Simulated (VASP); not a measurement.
# MnO (Fm-3m) in VASP: notebook

MnO is run at these levels: RPBE+D3(BJ)+U, PBEsol; tasks: single point, vibrations by perturbation theory.

Everything below comes from runs of VASP 6.6.1. Logs are shortened: lines on timing, memory, paths and dates and some standing lists are left out, and cuts for length are marked.

## Step 1: The cell of the first run

Symmetry: Fm-3m, No. 225, cubic system. Conventional cell: a = 4.535 Å, b = 4.535 Å, c = 4.535 Å, α = 90.00°, β = 90.00°, γ = 90.00°. Mn (site symmetry m-3m) has 6 O at 2.27 Å within 3.0 Å. O (site symmetry m-3m) has 6 Mn at 2.27 Å within 3.0 Å.

## Step 2: Single point, RPBE+D3(BJ)+U, collinear spin, ferromagnetic start (volume scaled by 1.06)

INCAR reads:

```
SYSTEM = MnO
PREC     = Accurate       ! precision mode
ENCUT    = 520            ! plane-wave cutoff, eV
EDIFF    = 1E-7           ! SCF threshold, eV
ISMEAR   = -1             ! smearing method
SIGMA    = 0.1            ! smearing width, eV
LREAL    = .FALSE.        ! projectors in reciprocal space
LASPH    = .TRUE.         ! aspherical terms in the spheres
NELM     = 150            ! most SCF steps
ALGO     = Normal         ! electronic algorithm
ISIF     = 2              ! what is computed and relaxed
LWAVE    = .FALSE.        ! write WAVECAR
LCHARG   = .FALSE.        ! write CHGCAR
ISPIN    = 2              ! spin polarisation
MAGMOM   = 4 0            ! initial moments
LORBIT   = 11             ! projections on sites
LMAXMIX  = 4              ! l up to which the mixer works
LDAU     = .TRUE.         ! DFT+U
LDAUTYPE = 2            
LDAUL    = 2 -1           ! shell
LDAUU    = 2 0            ! U, eV
LDAUJ    = 0 0          
LDAUPRINT= 1            
GGA      = RP             ! functional
IVDW     = 12             ! dispersion correction
NBANDS   = 20             ! bands
```

KPOINTS reads:

```
regular mesh
0
G
  10 10 10
  0 0 0
```

POSCAR reads:

```
MnO
1.0
    3.2067643340      0.0000000000      0.0000000000
    1.6033821670      2.7771393771      0.0000000000
    1.6033821670      0.9257131257      2.6183121145
Mn O
1 1
Direct
    0.0000000000      0.0000000000      0.0000000000
    0.5000000000      0.5000000000      0.5000000000
```

Potentials or basis: VASP PAW PBE potentials, release 64 (Mn_pv, O).

Started as:

```bash
> cat potpaw_PBE.64/Mn_pv/POTCAR potpaw_PBE.64/O/POTCAR > POTCAR
> mpirun -np 1 vasp_std > vasp.out
```

OUTCAR:

```text
SYSTEM = MnO
   PREC = Accurate
   ENCUT = 520
   EDIFF = 1E-7
   ISMEAR = -1
   LREAL = .FALSE.
   LASPH = .TRUE.
   NELM = 150
   ISIF = 2
   ISPIN = 2
   LORBIT = 11
   GGA = RP
   IVDW = 12
 IVDW          = 12

 ion  position               nearest neighbor table
   1  0.000  0.000  0.000-   2 2.27   2 2.27   2 2.27   2 2.27   2 2.27   2 2.27
   2  0.500  0.500  0.500-   1 2.27   1 2.27   1 2.27   1 2.27   1 2.27   1 2.27

  LATTYP: Found a face centered cubic cell.
 ALAT       =     4.5350496124

  Lattice vectors:

 A1 = (   3.2067643340,   0.0000000000,   0.0000000000)
 A2 = (   1.6033821670,   2.7771393771,   0.0000000000)
 A3 = (   1.6033821670,   0.9257131257,   2.6183121145)

Analysis of symmetry for initial positions (statically):
=====================================================================
 Subroutine PRICEL returns:
 Original cell was already a primitive cell.

 Routine SETGRP: Setting up the symmetry group for a
 face centered cubic supercell.

 Subroutine GETGRP returns: Found 48 space group operations
 (whereof 48 operations were pure point group operations)
 out of a pool of 48 trial point group operations.

The static configuration has the point symmetry O_h .

Analysis of symmetry for dynamics (positions and initial velocities):
=====================================================================
 Subroutine PRICEL returns:
 Original cell was already a primitive cell.

 Routine SETGRP: Setting up the symmetry group for a
 face centered cubic supercell.

 Subroutine GETGRP returns: Found 48 space group operations
 (whereof 48 operations were pure point group operations)
 out of a pool of 48 trial point group operations.

The dynamic configuration has the point symmetry O_h .

Analysis of structural, dynamic, and magnetic symmetry:
=====================================================================
 Subroutine PRICEL returns:
 Original cell was already a primitive cell.

 Routine SETGRP: Setting up the symmetry group for a
 face centered cubic supercell.

[... 169 lines left out ...]
  o =  0.0197  v =  0.0000  0.0000  0.0000  0.0000  0.0000 -0.0000  0.3904 -0.7368 -0.0000  0.5521      0.0000  0.0000  0.0000  0.0000  0.0000  0.0000  0.0000  0.0000  0.0000  0.0000
  o =  0.0751  v =  0.0000  0.0000  0.0000  0.0000  0.0000  0.0000  0.8165  0.0000 -0.0000 -0.5774      0.0000  0.0000  0.0000  0.0000  0.0000  0.0000  0.0000  0.0000  0.0000  0.0000
  o =  0.0751  v =  0.0000  0.0000  0.0000  0.0000  0.0000 -0.5774  0.0000  0.0000  0.8165 -0.0000      0.0000  0.0000  0.0000  0.0000  0.0000  0.0000  0.0000  0.0000  0.0000  0.0000
  o =  0.9352  v = -0.0000 -0.4251 -0.6767 -0.0000 -0.6011  0.0000  0.0000  0.0000  0.0000  0.0000      0.0000  0.0000  0.0000  0.0000  0.0000  0.0000  0.0000  0.0000  0.0000  0.0000
  o =  0.9352  v = -0.8165  0.0000 -0.0000 -0.5774  0.0000  0.0000  0.0000  0.0000  0.0000  0.0000      0.0000  0.0000  0.0000  0.0000  0.0000  0.0000  0.0000  0.0000  0.0000  0.0000
  o =  0.9352  v =  0.0000  0.3907 -0.7362  0.0000  0.5526  0.0000  0.0000  0.0000  0.0000  0.0000      0.0000  0.0000  0.0000  0.0000  0.0000  0.0000  0.0000  0.0000  0.0000  0.0000
  o =  0.9668  v =  0.0000  0.8165  0.0000  0.0000 -0.5774  0.0000  0.0000  0.0000  0.0000  0.0000      0.0000  0.0000  0.0000  0.0000  0.0000  0.0000  0.0000  0.0000  0.0000  0.0000
  o =  0.9668  v =  0.5774  0.0000  0.0000 -0.8165 -0.0000  0.0000  0.0000  0.0000  0.0000  0.0000      0.0000  0.0000  0.0000  0.0000  0.0000  0.0000  0.0000  0.0000  0.0000  0.0000

 number of electron      19.0000006 magnetization       4.9998576

 Free energy of the ion-electron system (eV)
  ---------------------------------------------------
  ext. energy  EPLUGINS =         0.00000000
  ---------------------------------------------------
  free energy    TOTEN  =       -15.24820895 eV

  energy without entropy =      -15.24652986  energy(sigma->0) =      -15.24736941

 E-fermi :   6.8745     XC(G=0): -11.2753

 val. band max:        6.5642148719   @ k =   0.5000   0.0000  -0.0000
 cond. band min:       7.0397587227   @ k =   0.1000   0.0000  -0.0000
 fundamental gap:      0.4755438508
 Fermi energy:         6.8744532931

 spin component 1

 k-point     1 :       0.0000    0.0000    0.0000
  band No.  band energies     occupation
      1     -43.5580      1.00000
      2     -43.5580      1.00000
      3     -43.5580      1.00000
      4     -12.6884      1.00000
      5       2.9476      1.00000
      6       2.9476      1.00000
[... 1097 lines left out ...]
     19      31.9705      0.00000
     20      33.9026      0.00000

 [... further k-points ...]

------------------------ aborting loop because EDIFF is reached ----------------------------------------

 Edisp (eV)   -2.63826

 E8    (eV) :    -1.6296

  FORCE on cell =-STRESS in cart. coord.  units (eV):
  Direction    XX          YY          ZZ          XY          YZ          ZX
  --------------------------------------------------------------------------------------
  -------------------------------------------------------------------------------------
  Total      -3.15972    -3.15972    -3.15972    -0.00000    -0.00000    -0.00000
  in kB    -217.10644  -217.10644  -217.10644    -0.00000    -0.00000    -0.00000
  external pressure =     -217.11 kB  Pullay stress =        0.00 kB

 VOLUME and BASIS-vectors are now :
 -----------------------------------------------------------------------------
  energy-cutoff  :      520.00
  volume of cell :       23.32
      direct lattice vectors                 reciprocal lattice vectors
     3.206764334  0.000000000  0.000000000     0.311840814 -0.180041378 -0.127308479
     1.603382167  2.777139377  0.000000000     0.000000000  0.360082756 -0.127308479
     1.603382167  0.925713126  2.618312115     0.000000000  0.000000000  0.381925438

 POSITION                                       TOTAL-FORCE (eV/Angst)
 -----------------------------------------------------------------------------------
      0.00000      0.00000      0.00000         0.000000     -0.000000      0.000000
      3.20676      1.85143      1.30916        -0.000000      0.000000      0.000000
 -----------------------------------------------------------------------------------
    total drift:                               -0.000000      0.000000     -0.000000

  FREE ENERGIE OF THE ION-ELECTRON SYSTEM (eV)
  ---------------------------------------------------
  free  energy   TOTEN  =       -17.8864669642 eV

  energy  without entropy=      -17.8847878730  energy(sigma->0) =      -17.88562742

 total charge

# of ion       s       p       d       tot
------------------------------------------
    1        0.193   6.159   4.930  11.283
    2        1.562   3.426   0.000   4.988
--------------------------------------------------
tot          1.755   9.586   4.930  16.271

 magnetization (x)

# of ion       s       p       d       tot
------------------------------------------
    1        0.034   0.027   4.521   4.582
    2        0.025   0.144   0.000   0.168
--------------------------------------------------
tot          0.059   0.171   4.521   4.750
```

OSZICAR:

```text
N       E                     dE             d eps       ncg     rms          rms(c)
DAV:   1     0.168533296872E+03    0.16853E+03   -0.10451E+04  3784   0.110E+03
DAV:   2    -0.839834640840E+01   -0.17693E+03   -0.16398E+03  3852   0.321E+02
DAV:   3    -0.165742432710E+02   -0.81759E+01   -0.81064E+01  4248   0.749E+01
DAV:   4    -0.166341415119E+02   -0.59898E-01   -0.59887E-01  4280   0.663E+00
DAV:   5    -0.166347101704E+02   -0.56866E-03   -0.56865E-03  4252   0.641E-01    0.140E+01
DAV:   6    -0.151640002216E+02    0.14707E+01   -0.10044E+01  5108   0.334E+01    0.139E+01
DAV:   7    -0.152400753173E+02   -0.76075E-01   -0.10358E+00  4104   0.127E+01    0.803E+00
DAV:   8    -0.152462883637E+02   -0.62130E-02   -0.11998E-01  4112   0.288E+00    0.455E+00
DAV:   9    -0.152476426698E+02   -0.13543E-02   -0.24453E-02  3976   0.176E+00    0.456E-01
DAV:  10    -0.152478952683E+02   -0.25260E-03   -0.36542E-03  4012   0.769E-01    0.131E-01
DAV:  11    -0.152481133894E+02   -0.21812E-03   -0.30868E-04  4264   0.154E-01    0.567E-02
DAV:  12    -0.152481854633E+02   -0.72074E-04   -0.36934E-05  4128   0.670E-02    0.220E-02
DAV:  13    -0.152482059274E+02   -0.20464E-04   -0.19169E-05  4172   0.343E-02    0.975E-03
DAV:  14    -0.152482086123E+02   -0.26849E-05   -0.21746E-06  4172   0.122E-02    0.290E-03
DAV:  15    -0.152482088848E+02   -0.27259E-06   -0.10479E-07  3988   0.264E-03    0.136E-03
DAV:  16    -0.152482089525E+02   -0.67695E-07   -0.78468E-08  3612   0.215E-03
   1 F= -.17886467E+02 E0= -.17885627E+02  d E =-.167909E-02  mag=     4.9999
```

stdout:

```text
POSCAR found type information on POSCAR MnO
 POSCAR found :  2 types and       2 ions
 scaLAPACK will be used
 -----------------------------------------------------------------------------
|                                                                             |
|                                                                             |
|     You enforced a specific xc type in the INCAR file but a different       |
|     I HOPE YOU KNOW WHAT YOU ARE DOING!                                     |
|                                                                             |
 -----------------------------------------------------------------------------

 LDA part: xc-table for (Slater+PW92), standard interpolation
 POSCAR, INCAR and KPOINTS ok, starting setup
 FFT: planning ... GRIDC
 FFT: planning ... GRID_SOFT
 FFT: planning ... GRID
 WAVECAR not read
 entering main loop
```

Wall time 30 s (1 thread of Intel Xeon 6975P-C, shared host); peak memory 0.18 GiB.

What came out:

* Free energy: -17.8865 eV
* Pressure: -21.7 GPa
* Band gap on the k mesh: zero (filled and empty bands overlap)
* Net moment: 5.00 μB per cell
* Site moments: Mn +4.58; O +0.17 μB
* Valence electrons inside the program's atomic spheres: Mn 11.28; O 4.99
* Dispersion energy per atom: -1.319 eV

Levels at points of the mesh, in eV from the Fermi level:
Spin up:
```csv
k point,band 9,band 10,band 11,band 12,band 13,band 14,band 15,band 16
"(0.00, 0.00, 0.00)",-3.54,-3.16,-3.16,-3.16,-0.57,13.95,15.70,15.70
"(0.50, 0.00, 0.00)",-3.18,-2.56,-0.31,-0.31,3.54,7.48,11.66,11.66
"(0.50, 0.50, 0.00)",-3.18,-2.96,-2.96,-2.88,4.76,7.79,9.91,13.28
```
Spin down:
```csv
k point,band 4,band 5,band 6,band 7,band 8,band 9,band 10,band 11
"(0.00, 0.00, 0.00)",-19.18,-2.85,-2.85,-2.85,0.92,2.04,2.04,2.04
"(0.50, 0.00, 0.00)",-18.36,-6.56,-4.05,-4.05,3.05,3.22,3.22,4.52
"(0.50, 0.50, 0.00)",-18.34,-5.75,-3.77,-3.77,0.46,3.11,3.15,3.66
```

Eigenvalues of the final occupation matrices:
```tsv
site	spin	trace	eigenvalues
site 1 d	1	4.74	0.94 0.94 0.94 0.97 0.97
site 1 d	2	0.21	0.02 0.02 0.02 0.08 0.08
```

Caveat: the cell differs from its parent crystal (volume scaled by 1.06); the PAW data sets were made with another functional, which shifts forces and pressure a little; a cell with one magnetic atom can't hold antiferromagnetic order, which such compounds often take; pairwise dispersion overbinds metals, which lowers pressure and volume. The state reached can hang on the start; a lower one may exist.

## Step 3: Vibrations by perturbation theory, PBEsol, collinear spin, ferromagnetic start

This run uses another cell than the first one, of 11.00 Å³/atom, 0.943 times its volume.

INCAR reads:

```
PREC = Accurate ; ENCUT = 520
EDIFF = 1E-8 ; ISMEAR = -1
SIGMA = 0.05 ; LREAL = F
LASPH = T ; NELM = 150
ALGO = Normal ; ISIF = 2
LWAVE = F ; LCHARG = F
ISPIN = 2 ; MAGMOM = 4 0
LORBIT = 11 ; LMAXMIX = 4
GGA = PS ; IBRION = 8
NSW = 1
```

KPOINTS reads:

```
Automatic mesh
0
Gamma
  10 10 10
```

POSCAR reads:

```
MnO
1.0
    0.0000000000      2.2239077028      2.2239077028
    2.2239077028      0.0000000000      2.2239077028
    2.2239077028      2.2239077028      0.0000000000
Mn O
1 1
Direct
    0.0000000000      0.0000000000      0.0000000000
    0.5000000000      0.5000000000      0.5000000000
```

Potentials or basis: VASP PAW PBE potentials, release 64 (Mn_pv, O).

Started as:

```bash
> cat potpaw_PBE.64/Mn_pv/POTCAR potpaw_PBE.64/O/POTCAR > POTCAR
> mpirun -np 1 vasp_std > vasp.out
```

OUTCAR:

```text
PREC = Accurate
   ENCUT = 520
   EDIFF = 1E-8
   ISMEAR = -1
   LREAL = F
   LASPH = T
   NELM = 150
   ISIF = 2
   ISPIN = 2
   LORBIT = 11
   GGA = PS
   IBRION = 8
   NSW = 1

 ion  position               nearest neighbor table
   1  0.000  0.000  0.000-   2 2.22   2 2.22   2 2.22   2 2.22   2 2.22   2 2.22
   2  0.500  0.500  0.500-   1 2.22   1 2.22   1 2.22   1 2.22   1 2.22   1 2.22

  LATTYP: Found a face centered cubic cell.
 ALAT       =     4.4478154056

  Lattice vectors:

 A1 = (   0.0000000000,   2.2239077028,   2.2239077028)
 A2 = (   2.2239077028,   0.0000000000,   2.2239077028)
 A3 = (   2.2239077028,   2.2239077028,   0.0000000000)

Analysis of symmetry for initial positions (statically):
=====================================================================
 Subroutine PRICEL returns:
 Original cell was already a primitive cell.

 Routine SETGRP: Setting up the symmetry group for a
 face centered cubic supercell.

 Subroutine GETGRP returns: Found 48 space group operations
 (whereof 48 operations were pure point group operations)
 out of a pool of 48 trial point group operations.

The static configuration has the point symmetry O_h .

Analysis of symmetry for dynamics (positions and initial velocities):
=====================================================================
 Subroutine PRICEL returns:
 Original cell was already a primitive cell.

 Routine SETGRP: Setting up the symmetry group for a
 face centered cubic supercell.

 Subroutine GETGRP returns: Found 48 space group operations
[... 1081 lines left out ...]
------------------------ aborting loop because EDIFF is reached ----------------------------------------

[... ionic steps 5 to 6 ...]

--------------------------------------- Ionic step        7  -------------------------------------------

 Free energy of the ion-electron system (eV)
  ---------------------------------------------------
  ---------------------------------------------------
  free energy    TOTEN  =        -0.35648197 eV

  energy without entropy =       -0.35648196

------------------------ aborting loop because EDIFF is reached ----------------------------------------

 INTERNAL STRAIN TENSOR  FOR ION    2  DIRECTION 1   (eV/Angst):
 -----------------------------------------------------------------------------
    -0.00241 -0.00000 -0.00000
     0.00000  0.00522  0.00000
     0.00000  0.00000  0.00522

 INTERNAL STRAIN TENSOR FOR ION    2 for displacements in x,y,z  (eV/Angst):
          X           Y           Z          XY          YZ          ZX
  --------------------------------------------------------------------------------
  x     0.00000     0.00000     0.00000     0.00000     0.00000     0.00000
  y     0.00000     0.00000     0.00000     0.00000     0.00000     0.00000
  z     0.00000     0.00000     0.00000     0.00000     0.00000     0.00000

 SECOND DERIVATIVES (NOT SYMMETRIZED)
 ------------------------------------
               1X          1Y          1Z          2X          2Y          2Z
  1X    -3.272115    0.000000    0.000000    3.272115    0.000000    0.000000
  1Y     0.000000   -3.272115    0.000000    0.000000    3.272115    0.000000
  1Z     0.000000    0.000000   -3.272115    0.000000    0.000000    3.272115
  2X     3.271865    0.000000    0.000000   -3.271865    0.000000    0.000000
  2Y     0.000000    3.271865    0.000000    0.000000   -3.271865    0.000000
  2Z     0.000000    0.000000    3.271865    0.000000    0.000000   -3.271865

 Eigenvectors and eigenvalues of the dynamical matrix
 ----------------------------------------------------

   1 f  =    8.033323 THz    50.474856 2PiTHz  267.962804 cm-1    33.223139 meV
             X         Y         Z           dx          dy          dz
      0.000000  0.000000  0.000000    -0.436217   -0.166892    0.086165
      2.223908  2.223908  2.223908     0.808281    0.309240   -0.159658
[... 21 lines left out ...]
   6 f/i=    0.000128 THz     0.000805 2PiTHz    0.004276 cm-1     0.000530 meV
             X         Y         Z           dx          dy          dz
      0.000000  0.000000  0.000000    -0.426649   -0.755874   -0.145133
      2.223908  2.223908  2.223908    -0.230256   -0.407933   -0.078326

--------------------------------------------------------------------------------------------------------

 ELASTIC MODULI CONTR FROM IONIC RELAXATION (kBar)
 Direction    XX          YY          ZZ          XY          YZ          ZX
 --------------------------------------------------------------------------------
 XX           0.0000      0.0000      0.0000      0.0000      0.0000      0.0000
 YY           0.0000      0.0000      0.0000      0.0000      0.0000      0.0000
 ZZ           0.0000      0.0000      0.0000      0.0000      0.0000      0.0000
 XY           0.0000      0.0000      0.0000      0.0000      0.0000      0.0000
 YZ           0.0000      0.0000      0.0000      0.0000      0.0000      0.0000
 ZX           0.0000      0.0000      0.0000      0.0000      0.0000      0.0000
 --------------------------------------------------------------------------------

 total charge

# of ion       s       p       d       tot
------------------------------------------
    1        0.206   6.180   4.972  11.357
    2        1.556   3.391   0.000   4.948
--------------------------------------------------
tot          1.762   9.571   4.972  16.304

 magnetization (x)

# of ion       s       p       d       tot
------------------------------------------
    1        0.033   0.026   4.259   4.319
    2        0.030   0.170   0.000   0.199
--------------------------------------------------
tot          0.063   0.196   4.259   4.518
```

OSZICAR:

```text
N       E                     dE             d eps       ncg     rms          rms(c)
DAV:   1     0.159309748626E+03    0.15931E+03   -0.11202E+04  2828   0.148E+03
DAV:   2    -0.117580982960E+02   -0.17107E+03   -0.16256E+03  3058   0.388E+02
DAV:   3    -0.193426851445E+02   -0.75846E+01   -0.75289E+01  3121   0.911E+01
DAV:   4    -0.194098216304E+02   -0.67136E-01   -0.67128E-01  3240   0.894E+00
[... 49 lines left out ...]
RMM:  11    -0.356482019791E+00   -0.81450E-07   -0.23693E-09 10576   0.698E-05    0.155E-05
RMM:  12    -0.356482000499E+00    0.19291E-07    0.62529E-10 10664   0.316E-05    0.382E-06
RMM:  13    -0.356481983713E+00    0.16786E-07   -0.25467E-09 11205   0.113E-05    0.218E-06
RMM:  14    -0.356481970146E+00    0.13566E-07   -0.28728E-10  9944   0.468E-06    0.662E-07
RMM:  15    -0.356481967462E+00    0.26848E-08   -0.22589E-10  6429   0.183E-06    0.187E-07
 Linear response finished
```

It took 2.5 min on 1 thread of Intel Xeon 6975P-C, shared host; peak memory 0.26 GiB.

What came out:

* Net moment: 4.77 μB per cell
* Site moments: Mn +4.32; O +0.20 μB
* Valence electrons inside the program's atomic spheres: Mn 11.36; O 4.95
* Highest phonon frequency at Γ, LO-TO splitting left out: 268 cm⁻¹

Phonon frequencies in cm⁻¹ (negative: imaginary):
```tsv
q point	frequencies
(0.000, 0.000, 0.000)	0 0 0 268 268 268
```

Caveat: the cell wasn't relaxed at this level first, which shifts response properties; the PAW data sets were made with another functional, which shifts forces and pressure a little; a cell with one magnetic atom can't hold antiferromagnetic order, which such compounds often take.
